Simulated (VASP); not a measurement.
# Si16O (a cell with a defect) in VASP: single point with PBEsol

Aim: the single point of Si16O (a cell with a defect) with PBEsol.

Everything below comes from runs of VASP 6.6.1. Logs are shortened: lines on timing, memory, paths and dates and some standing lists are left out, and cuts for length are marked.

**1. The cell of the first run**

The cell holds a defect, 17 atoms: a = 7.685 Å, b = 7.685 Å, c = 7.685 Å, α = 60.00°, β = 60.00°, γ = 60.00°.

**2. Single point, PBEsol**

INCAR reads:

```
SYSTEM = Si16O
ALGO = Normal
EDIFF = 1E-7
ENCUT = 520
GGA = PS
ISIF = 2
ISMEAR = 0
LASPH = .True.
LCHARG = .False.
LREAL = Auto
LWAVE = .False.
NBANDS = 49
NELM = 100
PREC = Accurate
SIGMA = 0.02
```

KPOINTS reads:

```
k-points
0
Gamma
  3 3 3
  0 0 0
```

POSCAR reads:

```
Si16O
1.0
    0.0000000000      5.4338342766     -5.4338342766
    5.4338342766      5.4338342766      0.0000000000
    5.4338342766      0.0000000000     -5.4338342766
Si O
16 1
Direct
    0.1709940813      0.0787474329      0.1250661072
    0.1338766446      0.6264516595      0.1244823573
    0.5936008233      0.1306807429      0.1283669071
    0.6799985631      0.5971537472      0.1113656525
    0.1110158075      0.1227029508      0.6331498763
    0.1339324063      0.6264523956      0.6150966941
    0.5937915725      0.1306762341      0.6471522356
    0.6258580639      0.6289945232      0.6225355482
    0.3087142365      0.7077963376      0.2417018873
    0.2243004549      0.2539149024      0.2580094329
    0.7576797139      0.7552784629      0.2478844461
    0.7001526558      0.2423795856      0.2786438494
    0.2516065876      0.7484066118      0.7499738293
    0.2244968171      0.2539071731      0.7636152096
    0.7577350155      0.7552688012      0.7390333042
    0.7352106812      0.2550642750      0.7548586856
   -0.0654639030      0.0496354850      0.2576462455
```

Potentials or basis: VASP PAW PBE potentials, release 64 (Si, O).

Run with:

```
cat potpaw_PBE.64/Si/POTCAR potpaw_PBE.64/O/POTCAR > POTCAR
mpirun -np 1 vasp_std > vasp.out
```

OUTCAR:

```text
SYSTEM = Si16O
   EDIFF = 1E-7
   ENCUT = 520
   GGA = PS
   ISIF = 2
   ISMEAR = 0
   LASPH = .True.
   LREAL = Auto
   NELM = 100
   PREC = Accurate

 ion  position               nearest neighbor table
   1  0.171  0.079  0.125-  17 1.65  10 2.32  14 2.32   9 2.33  12 2.95
   2  0.134  0.626  0.124-  10 2.35  13 2.35  11 2.36   9 2.37
   3  0.594  0.131  0.128-  10 2.32  12 2.32  16 2.35  11 2.37
   4  0.680  0.597  0.111-  12 2.32   9 2.33  11 2.36  15 2.36
   5  0.111  0.123  0.633-  13 2.35  10 2.36  14 2.36  16 2.36
   6  0.134  0.626  0.615-  14 2.35  13 2.35  15 2.36   9 2.37
   7  0.594  0.131  0.647-  14 2.32  12 2.32  16 2.35  15 2.37
   8  0.626  0.629  0.623-  16 2.35  13 2.35  15 2.35  11 2.35
   9  0.309  0.708  0.242-   1 2.33   4 2.33   6 2.37   2 2.37
  10  0.224  0.254  0.258-   1 2.32   3 2.32   2 2.35   5 2.36
  11  0.758  0.755  0.248-   8 2.35   4 2.36   2 2.36   3 2.37
  12  0.700  0.242  0.279-  17 1.66   7 2.32   3 2.32   4 2.32   1 2.95
  13  0.252  0.748  0.750-   8 2.35   6 2.35   2 2.35   5 2.35
  14  0.224  0.254  0.764-   1 2.32   7 2.32   6 2.35   5 2.36
  15  0.758  0.755  0.739-   8 2.35   4 2.36   6 2.36   7 2.37
  16  0.735  0.255  0.755-   7 2.35   3 2.35   8 2.35   5 2.36
  17  0.935  0.050  0.258-   1 1.65  12 1.66

  LATTYP: Found a face centered cubic cell.
 ALAT       =    10.8676685532

  Lattice vectors:

 A1 = (   0.0000000000,   5.4338342766,  -5.4338342766)
 A2 = (   5.4338342766,   5.4338342766,   0.0000000000)
 A3 = (   5.4338342766,   0.0000000000,  -5.4338342766)

Analysis of symmetry for initial positions (statically):
=====================================================================
 Subroutine PRICEL returns:
 Original cell was already a primitive cell.

 Routine SETGRP: Setting up the symmetry group for a
 face centered cubic supercell.

 Subroutine GETGRP returns: Found  1 space group operations
 (whereof  1 operations were pure point group operations)
 out of a pool of 48 trial point group operations.

The static configuration has the point symmetry C_1 .

Analysis of symmetry for dynamics (positions and initial velocities):
=====================================================================
 Subroutine PRICEL returns:
 Original cell was already a primitive cell.

 Routine SETGRP: Setting up the symmetry group for a
 face centered cubic supercell.

 Subroutine GETGRP returns: Found  1 space group operations
[... 127 lines left out ...]
   NFREE  =      0    steps in history (QN), initial steepest desc. (CG)
   ISIF   =      2    stress and relaxation
   ISYM   =      2    0-nonsym 1-usesym 2-fastsym
   POTIM  = 0.5000    time-step for ionic-motion
   TEBEG  =    0.0;   TEEND  =   0.0 temperature during run
   PSTRESS=    0.0 pullay stress
   NELECT =      70.0000    total number of electrons
   NUPDOWN=      -1.0000    fix difference up-down
   EMIN   =  10.00;   EMAX   =-10.00  energy-range for DOS
   EFERMI =   0.00;   METHOD = LEGACY
   ISMEAR =     0;   SIGMA  =   0.02  broadening in eV -4-tet -1-fermi 0-gaus
   EFERMI_NEDOS =   21; number of points for ismear=-14 and -15
   IALGO  =     38    algorithm
   IMIX   =      4    mixing-type and parameters
     AMIX     =   0.40;   BMIX     =  1.00
     AMIX_MAG =   1.60;   BMIX_MAG =  1.00
  volume/ion in A,a.u.               =      18.88       127.38
  Fermi-wavevector in a.u.,A,eV,Ry     =   0.985503  1.862330 13.214188  0.971215
  Thomas-Fermi vector in A             =   2.116814
   LORBIT       =      0    0 simple, 1 ext, 2 COOP (PROOUT), +10 PAW based schemes
   GGA     = PS    functional components
   LHFCALC =     F    Hartree Fock is set to
   AEXX    =    0.0000 exact exchange contribution
   IVDW    =     0    specifies the selected vdW correction
   LEPSILON=     F    determine dielectric tensor
   LRPA    =     F    only Hartree local field effects (RPA)
 non-spin polarized calculation
 Gauss-broadening in eV      SIGMA  =   0.02
  energy-cutoff  :      520.00
  volume of cell :      320.88
 maximum number of plane-waves:      8657
 NGX is ok and might be reduce to    60
   NGX = 29   NGY = 29   NGZ = 29

 number of electron      69.9999996 magnetization

 Free energy of the ion-electron system (eV)
  ---------------------------------------------------
  ext. energy  EPLUGINS =         0.00000000
  ---------------------------------------------------
  free energy    TOTEN  =       -99.38523990 eV

  energy without entropy =      -99.38523990  energy(sigma->0) =      -99.38523990

 E-fermi :   5.9023     XC(G=0):  -9.6807

 val. band max:        5.7944559584   @ k =   0.0000   0.0000   0.0000
 cond. band min:       6.1921329268   @ k =   0.0000   0.0000   0.0000
 fundamental gap:      0.3976769684
 Fermi energy:         5.9022709984

 k-point     1 :       0.0000    0.0000    0.0000
  band No.  band energies     occupation
      1     -14.5126      2.00000
      2      -5.9117      2.00000
      3      -4.5335      2.00000
      4      -3.7799      2.00000
      5      -3.7564      2.00000
      6      -3.4078      2.00000
[... 689 lines left out ...]
     46       9.4350      0.00000
     47       9.4760      0.00000
 [bands above 47 left out]

------------------------ aborting loop because EDIFF is reached ----------------------------------------

  FORCE on cell =-STRESS in cart. coord.  units (eV):
  Direction    XX          YY          ZZ          XY          YZ          ZX
  --------------------------------------------------------------------------------------
  -------------------------------------------------------------------------------------
  Total        4.5875983      4.1309165      4.5913583     -3.0048006     -3.0029301      2.1103599
  in kB       22.9058705     20.6256589     22.9246440    -15.0029642    -14.9936251     10.5370232
  external PRESSURE =      22.1520578 kB  Pullay stress =       0.0000000 kB

 VOLUME and BASIS-vectors are now :
 -----------------------------------------------------------------------------
  energy-cutoff  :      520.00
  volume of cell :      320.88
      direct lattice vectors                 reciprocal lattice vectors
     0.000000000  5.433834277 -5.433834277    -0.092016056  0.092016056 -0.092016056
     5.433834277  5.433834277  0.000000000     0.092016056  0.092016056  0.092016056
     5.433834277  0.000000000 -5.433834277     0.092016056 -0.092016056 -0.092016056

 POSITION                                       TOTAL-FORCE (eV/Angst)
 -----------------------------------------------------------------------------------
      1.10749      1.35705     -1.60874        -0.038020      0.071615     -0.037593
      4.08045      4.13150     -1.40388         0.002805      0.000002     -0.002529
      1.40762      3.93563     -3.92305        -0.002460     -0.001275      0.001878
      3.84998      6.93983     -4.30014        -0.002495      0.002965     -0.002383
      4.10718      1.26999     -4.04367         0.001209      0.001345      0.000863
      6.74637      4.13180     -4.07010        -0.002629     -0.000168      0.002955
[... 9 lines left out ...]
      5.48775      5.38099     -8.09679        -0.001736     -0.000860     -0.001675
      1.66972      5.34783     -6.47812        -0.026795     -0.046470     -0.027156
 -----------------------------------------------------------------------------------
    total drift:                                0.006314     -0.004326      0.004517

  FREE ENERGIE OF THE ION-ELECTRON SYSTEM (eV)
  ---------------------------------------------------
  free  energy   TOTEN  =       -99.3852399039 eV

  energy  without entropy=      -99.3852399039  energy(sigma->0) =      -99.38523990
```

It took 4.2 min on 1 thread of Intel Xeon 6975P-C (Granite Rapids), shared host; peak memory 0.53 GiB.

Results:

| Property | Result |
| --- | --- |
| Free energy | -99.3852 eV |
| Pressure | 2.2 GPa |
| Largest force | 0.089 eV/Å |
| Band gap on the k mesh | 0.40 eV |

Forces in eV/Å, atoms in the order of the input:
```
Si  -0.038  0.072 -0.038
Si   0.003  0.000 -0.003
Si  -0.002 -0.001  0.002
Si  -0.002  0.003 -0.002
Si   0.001  0.001  0.001
Si  -0.003  0.000  0.003
Si   0.002 -0.001 -0.003
Si  -0.001  0.000  0.000
Si   0.003 -0.001  0.002
Si   0.001 -0.002  0.002
Si   0.003  0.002  0.000
Si   0.060 -0.025  0.060
Si   0.000  0.000  0.000
Si   0.003 -0.002  0.001
Si  -0.001  0.002  0.003
Si  -0.002 -0.001 -0.002
O   -0.027 -0.046 -0.027
```

Stress tensor (GPa, compression positive):
```
 2.29 -1.50  1.05
-1.50  2.06 -1.50
 1.05 -1.50  2.29
```

Caveat: the PAW data sets were made with another functional, which shifts forces and pressure a little.
